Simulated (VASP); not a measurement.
# Tl (P6_3/mmc) in VASP: further runs

The runs below take Tl through relaxation of shape and atoms at fixed volume, with PBEsol.

Everything below comes from runs of VASP 6.6.1. Logs are shortened: lines on timing, memory, paths and dates and some standing lists are left out, and cuts for length are marked.

### 1 The cell of the first run

It takes space group P6_3/mmc (No. 194, hexagonal). The conventional cell has a = 2.780 Å, b = 2.780 Å, c = 4.442 Å, α = 90.00°, β = 90.00°, γ = 120.00°. Within 3.6 Å of Tl (site symmetry -6m2) lie 12 Tl at 2.74 to 2.78 Å.

### 2 Relaxation of shape and atoms at fixed volume, PBEsol

INCAR reads:

```
ALGO = Normal
EDIFF = 1E-7
EDIFFG = -0.005
ENCUT = 600
GGA = PS
IBRION = 2
ISIF = 4
ISMEAR = -1
LASPH = True
LCHARG = False
LREAL = False
LWAVE = False
NELM = 100
NSW = 50
PREC = Accurate
SIGMA = 0.08
```

KPOINTS reads:

```
k-points
0
Gamma
  14 14 8
```

POSCAR reads:

```
Tl
1.0
    2.7801226856      0.0000000000      0.0000000000
   -1.3900613428      2.4076568714      0.0000000000
    0.0000000000      0.0000000000      4.4416775477
Tl
2
Direct
    0.3333333333      0.6666666667      0.2500000000
    0.6666666667      0.3333333333      0.7500000000
```

Potentials or basis: VASP PAW PBE potentials, release 64 (Tl_d).

Started as:

```bash
$ cat potpaw_PBE.64/Tl_d/POTCAR > POTCAR
$ mpirun -np 1 vasp_std > vasp.out
```

OUTCAR:

```text
EDIFF = 1E-7
   EDIFFG = -0.005
   ENCUT = 600
   GGA = PS
   IBRION = 2
   ISIF = 4
   ISMEAR = -1
   LASPH = True
   LREAL = False
   NELM = 100
   NSW = 50
   PREC = Accurate

 ion  position               nearest neighbor table
   1  0.333  0.667  0.250-   2 2.74   2 2.74   2 2.74   2 2.74   2 2.74   2 2.74   2 3.90   2 3.90
                             2 3.90   2 3.90   2 3.90   2 3.90
   2  0.667  0.333  0.750-   1 2.74   1 2.74   1 2.74   1 2.74   1 2.74   1 2.74   1 3.90   1 3.90
                             1 3.90   1 3.90   1 3.90   1 3.90

  LATTYP: Found a hexagonal cell.
 ALAT       =     2.7801226856
 C/A-ratio  =     1.5976552296

  Lattice vectors:

 A1 = (   2.7801226856,   0.0000000000,   0.0000000000)
 A2 = (  -1.3900613428,   2.4076568714,   0.0000000000)
 A3 = (   0.0000000000,   0.0000000000,   4.4416775477)

Analysis of symmetry for initial positions (statically):
=====================================================================
 Subroutine PRICEL returns:
 Original cell was already a primitive cell.

 Routine SETGRP: Setting up the symmetry group for a
 hexagonal supercell.

 Subroutine GETGRP returns: Found 24 space group operations
 (whereof 12 operations were pure point group operations)
 out of a pool of 24 trial point group operations.

The static configuration has the point symmetry D_3d.
 The point group associated with its full space group is D_6h.

Analysis of symmetry for dynamics (positions and initial velocities):
=====================================================================
 Subroutine PRICEL returns:
 Original cell was already a primitive cell.

 Routine SETGRP: Setting up the symmetry group for a
 hexagonal supercell.

 Subroutine GETGRP returns: Found 24 space group operations
 (whereof 12 operations were pure point group operations)
 out of a pool of 24 trial point group operations.

The dynamic configuration has the point symmetry D_3d.
 The point group associated with its full space group is D_6h.

 Subroutine INISYM returns: Found 24 space group operations
 (whereof 12 operations are pure point group operations),
 and found     1 'primitive' translations

----------------------------------------------------------------------------------------

                                     Primitive cell

  volume of cell :      29.7307

  direct lattice vectors                    reciprocal lattice vectors
     2.780122686  0.000000000  0.000000000     0.359696356  0.207670788  0.000000000
    -1.390061343  2.407656871  0.000000000     0.000000000  0.415341576  0.000000000
     0.000000000  0.000000000  4.441677548     0.000000000  0.000000000  0.225140161

  length of vectors
     2.780122686  2.780122686  4.441677548     0.415341576  0.415341576  0.225140161

  position of ions in fractional coordinates (direct lattice)
     0.333333333  0.666666667  0.250000000
     0.666666667  0.333333333  0.750000000

  ion indices of the primitive-cell ions
   primitive index   ion index
                 1           1
                 2           2

----------------------------------------------------------------------------------------

 KPOINTS: k-points

Automatic generation of k-mesh.
 Grid dimensions read from file:
 generate k-points for:   14   14    8

 Generating k-lattice:

  Cartesian coordinates                     Fractional coordinates (reciprocal lattice)
     0.025692597  0.014833628  0.000000000     0.071428571  0.000000000  0.000000000
     0.000000000  0.029667255  0.000000000     0.000000000  0.071428571  0.000000000
     0.000000000  0.000000000  0.028142520     0.000000000  0.000000000  0.125000000

  Length of vectors
     0.029667255  0.029667255  0.028142520
[... 55 lines left out ...]
   LREAL  =      F    real-space projection
   EDIFFG = -.5E-02   stopping-criterion for IOM
   NSW    =     50    number of steps for IOM
   IBRION =      2    ionic relax: 0-MD 1-quasi-New 2-CG
   NFREE  =      1    steps in history (QN), initial steepest desc. (CG)
   ISIF   =      4    stress and relaxation
   ISYM   =      2    0-nonsym 1-usesym 2-fastsym
   POTIM  = 0.5000    time-step for ionic-motion
   TEBEG  =    0.0;   TEEND  =   0.0 temperature during run
   PSTRESS=    0.0 pullay stress
   NELECT =      26.0000    total number of electrons
   NUPDOWN=      -1.0000    fix difference up-down
   EMIN   =  10.00;   EMAX   =-10.00  energy-range for DOS
   EFERMI =   0.00;   METHOD = LEGACY
   ISMEAR =    -1;   SIGMA  =   0.08  broadening in eV -4-tet -1-fermi 0-gaus
   EFERMI_NEDOS =   21; number of points for ismear=-14 and -15
   IALGO  =     38    algorithm
   IMIX   =      4    mixing-type and parameters
     AMIX     =   0.40;   BMIX     =  1.00
     AMIX_MAG =   1.60;   BMIX_MAG =  1.00
  volume/ion in A,a.u.               =      14.87       100.32
  Fermi-wavevector in a.u.,A,eV,Ry     =   1.565540  2.958441 33.346717  2.450915
  Thomas-Fermi vector in A             =   2.668001
   LORBIT       =      0    0 simple, 1 ext, 2 COOP (PROOUT), +10 PAW based schemes
   GGA     = PS    functional components
   LHFCALC =     F    Hartree Fock is set to
   AEXX    =    0.0000 exact exchange contribution
   IVDW    =     0    specifies the selected vdW correction
   LEPSILON=     F    determine dielectric tensor
   LRPA    =     F    only Hartree local field effects (RPA)
 conjugate gradient relaxation of ions
 non-spin polarized calculation
  energy-cutoff  :      600.00
  volume of cell :       29.73
 maximum number of plane-waves:      1026
 NGX is ok and might be reduce to    24
   NGX = 11   NGY = 11   NGZ = 17

--------------------------------------- Ionic step        1  -------------------------------------------

 number of electron      25.9999995 magnetization

 Free energy of the ion-electron system (eV)
  ---------------------------------------------------
  ext. energy  EPLUGINS =         0.00000000
  ---------------------------------------------------
  free energy    TOTEN  =         0.86710103 eV

  energy without entropy =        0.87864826  energy(sigma->0) =        0.87287465

------------------------ aborting loop because EDIFF is reached ----------------------------------------

  FORCE on cell =-STRESS in cart. coord.  units (eV):
  Direction    XX          YY          ZZ          XY          YZ          ZX
  --------------------------------------------------------------------------------------
  -------------------------------------------------------------------------------------
  Total       26.0882119     26.0882119     27.2031333      0.0000000      0.0000000      0.0000000
  in kB     1405.8834358   1405.8834358   1465.9661115      0.0000000      0.0000000      0.0000000
  external PRESSURE =    1425.9109944 kB  Pullay stress =       0.0000000 kB

 VOLUME and BASIS-vectors are now :
 -----------------------------------------------------------------------------
  energy-cutoff  :      600.00
  volume of cell :       29.73
      direct lattice vectors                 reciprocal lattice vectors
     2.780122686  0.000000000  0.000000000     0.359696356  0.207670788  0.000000000
    -1.390061343  2.407656871  0.000000000     0.000000000  0.415341576  0.000000000
     0.000000000  0.000000000  4.441677548     0.000000000  0.000000000  0.225140161

 POSITION                                       TOTAL-FORCE (eV/Angst)
 -----------------------------------------------------------------------------------
     -0.00000      1.60510      1.11042        -0.000000     -0.000000      0.000000
      1.39006      0.80255      3.33126         0.000000      0.000000      0.000000
 -----------------------------------------------------------------------------------
    total drift:                                0.000000     -0.000000      0.000000

  FREE ENERGIE OF THE ION-ELECTRON SYSTEM (eV)
  ---------------------------------------------------
  free  energy   TOTEN  =         0.8671010347 eV

  energy  without entropy=        0.8786482573  energy(sigma->0) =        0.87287465

--------------------------------------- Ionic step        2  -------------------------------------------

 number of electron      26.0000007 magnetization

 Free energy of the ion-electron system (eV)
  ---------------------------------------------------
  ext. energy  EPLUGINS =         0.00000000
  ---------------------------------------------------
  free energy    TOTEN  =         0.85660626 eV

  energy without entropy =        0.87096147  energy(sigma->0) =        0.86378387

 E-fermi :  17.0752     XC(G=0): -14.0504

 val. band max:       17.0571669306   @ k =   0.2143   0.2143   0.2500
 cond. band min:      17.0842115900   @ k =   0.2857   0.0714   0.2500
 fundamental gap:      0.0270446595
 Fermi energy:        17.0752040411

 k-point     1 :       0.0000    0.0000    0.0000
  band No.  band energies     occupation
      1      -0.2545      2.00000
      2       0.7800      2.00000
      3       2.5287      2.00000
      4       2.6888      2.00000
      5       2.6888      2.00000
      6       2.9563      2.00000
[... 457 lines left out ...]
      4       2.6412      2.00000
      5       2.7801      2.00000
      6       2.8094      2.00000
[... 9 lines left out ...]
     16      20.6098      0.00000
     17      22.0426      0.00000

 [... further k-points ...]

------------------------ aborting loop because EDIFF is reached ----------------------------------------

  FORCE on cell =-STRESS in cart. coord.  units (eV):
  Direction    XX          YY          ZZ          XY          YZ          ZX
  --------------------------------------------------------------------------------------
  -------------------------------------------------------------------------------------
  Total       26.4553179     26.4553179     26.4676412     -0.0000000      0.0000000      0.0000000
  in kB     1425.6666315   1425.6666316   1426.3307321     -0.0000000      0.0000000      0.0000000
  external PRESSURE =    1425.8879984 kB  Pullay stress =       0.0000000 kB

 VOLUME and BASIS-vectors are now :
 -----------------------------------------------------------------------------
  energy-cutoff  :      600.00
  volume of cell :       29.73
      direct lattice vectors                 reciprocal lattice vectors
     2.755420507  0.000000000  0.000000000     0.362921012  0.209532544  0.000000000
    -1.377710253  2.386264157  0.000000000     0.000000000  0.419065088 -0.000000000
    -0.000000000  0.000000000  4.521673269     0.000000000  0.000000000  0.221157067

 POSITION                                       TOTAL-FORCE (eV/Angst)
 -----------------------------------------------------------------------------------
     -0.00000      1.59084      1.13042        -0.000000      0.000000      0.000000
      1.37771      0.79542      3.39125         0.000000     -0.000000      0.000000
 -----------------------------------------------------------------------------------
    total drift:                                0.000000     -0.000000      0.000000

  FREE ENERGIE OF THE ION-ELECTRON SYSTEM (eV)
  ---------------------------------------------------
  free  energy   TOTEN  =         0.8566062636 eV

  energy  without entropy=        0.8709614739  energy(sigma->0) =        0.86378387

 reached required accuracy - stopping structural energy minimisation
```

Wall time 49 s (1 thread of Intel Xeon Platinum 8488C (Sapphire Rapids), shared host); peak memory 0.2 GiB.

What came out:

* Free energy: 0.8566 eV
* Energy gained by relaxing: 5.2 meV/atom
* Ionic steps: 2
* Pressure after relaxing: 142.6 GPa
* Band gap on the k mesh: zero (band 13 reaches 22.62 eV, above the bottom of band 14 at 13.34 eV)

The path:
```
step  energy change (eV)  largest force (eV/Å)  pressure (GPa)  volume (Å³)
   1              0.0000                0.0000          142.59        29.73
   2             -0.0105                0.0000          142.59        29.73
```

Final structure:
```
CELL_PARAMETERS angstrom
2.75542 0.00000 0.00000
-1.37771 2.38626 0.00000
0.00000 0.00000 4.52167
ATOMIC_POSITIONS crystal
Tl 0.33333 0.66667 0.25000
Tl 0.66667 0.33333 0.75000
```

Levels at points of the mesh, in eV from the Fermi level:
```
           k point  band 9  band 10  band 11  band 12  band 13  band 14  band 15  band 16  band 17
(0.00, 0.00, 0.00)  -13.66   -12.35   -12.35    -7.49    -5.09     9.69    11.35    11.95    12.93
(0.50, 0.00, 0.00)  -12.12   -11.99    -7.47    -6.66    -0.44     0.89     0.90     4.44     5.44
(0.00, 0.00, 0.50)  -12.78   -12.78   -12.78   -12.78     4.95     4.95     9.93     9.93    13.41
(0.50, 0.00, 0.50)  -12.05   -12.05    -6.39    -6.39    -3.73    -3.73     7.90     7.90     8.19
```

Caveat: the PAW data sets were made with another functional, which shifts forces and pressure a little; spin-orbit coupling is left out, which moves the levels of the heavy elements.

### 3 Relaxation of shape and atoms at fixed volume, PBEsol

This run uses another cell than the first one, of 17.15 Å³/atom, 1.154 times its volume.

INCAR reads:

```
  PREC = Accurate
  ENCUT = 600
  EDIFF = 1E-6
  ISMEAR = -1
  SIGMA = 0.08
  LREAL = False
  LASPH = True
  NELM = 60
  ALGO = Normal
  ISIF = 4
  LWAVE = False
  LCHARG = False
  GGA = PS
  IBRION = 2
  NSW = 50
  EDIFFG = -0.005
```

KPOINTS reads:

```
regular mesh
0
Gamma
  14 14 8
```

POSCAR reads:

```
Tl
1.0
    2.9159490443      0.0000000000      0.0000000000
   -1.4579745222      2.5252859485      0.0000000000
    0.0000000000      0.0000000000      4.6586812399
Tl
2
Direct
    0.3333333333      0.6666666667      0.2500000000
    0.6666666667      0.3333333333      0.7500000000
```

Potentials or basis: VASP PAW PBE potentials, release 64 (Tl_d).

Started as:

```bash
$ cat potpaw_PBE.64/Tl_d/POTCAR > POTCAR
$ mpirun -np 1 vasp_std > vasp.out
```

It took 68 s on 1 thread of Intel Xeon Platinum 8488C (Sapphire Rapids), shared host; peak memory 0.21 GiB.

Results (log left out):

```
Free energy               : -2.1453 eV
Energy gained by relaxing : 5.0 meV/atom
Ionic steps               : 4
Pressure after relaxing   : 75.2 GPa
Band gap on the k mesh    : zero (band 13 reaches 18.95 eV, above the bottom of band 14 at 10.16 eV)
```

Step by step:
```
step  energy change (eV)  largest force (eV/Å)  pressure (GPa)  volume (Å³)
   1              0.0000                0.0000           75.27        34.30
   2             -0.0089                0.0000           75.21        34.30
   3             -0.0099                0.0000           75.22        34.30
   4             -0.0099                0.0000           75.22        34.30
```

Final structure:
```cif
data_structure
_symmetry_space_group_name_H-M 'P 1'
_symmetry_Int_Tables_number 1
_cell_length_a 2.8846
_cell_length_b 2.8846
_cell_length_c 4.7606
_cell_angle_alpha 90.000
_cell_angle_beta 90.000
_cell_angle_gamma 120.000
_cell_volume 34.30
loop_
_atom_site_label
_atom_site_type_symbol
_atom_site_fract_x
_atom_site_fract_y
_atom_site_fract_z
_atom_site_occupancy
Tl1 Tl 0.33333 0.66667 0.25000 1
Tl2 Tl 0.66667 0.33333 0.75000 1
```

Levels at points of the mesh, in eV from the Fermi level:
| k point | band 11 | band 12 | band 13 | band 14 | band 15 | band 16 |
| --- | --- | --- | --- | --- | --- | --- |
| (0.00, 0.00, 0.00) | -11.84 | -6.22 | -5.31 | 10.33 | 11.67 | 12.02 |
| (0.50, 0.00, 0.00) | -6.59 | -6.37 | -0.25 | 0.31 | 1.01 | 4.62 |
| (0.00, 0.00, 0.50) | -12.16 | -12.16 | 4.37 | 4.37 | 10.52 | 10.52 |
| (0.50, 0.00, 0.50) | -5.40 | -5.40 | -3.83 | -3.83 | 7.52 | 7.52 |

Caveat: the PAW data sets were made with another functional, which shifts forces and pressure a little; spin-orbit coupling is left out, which moves the levels of the heavy elements.
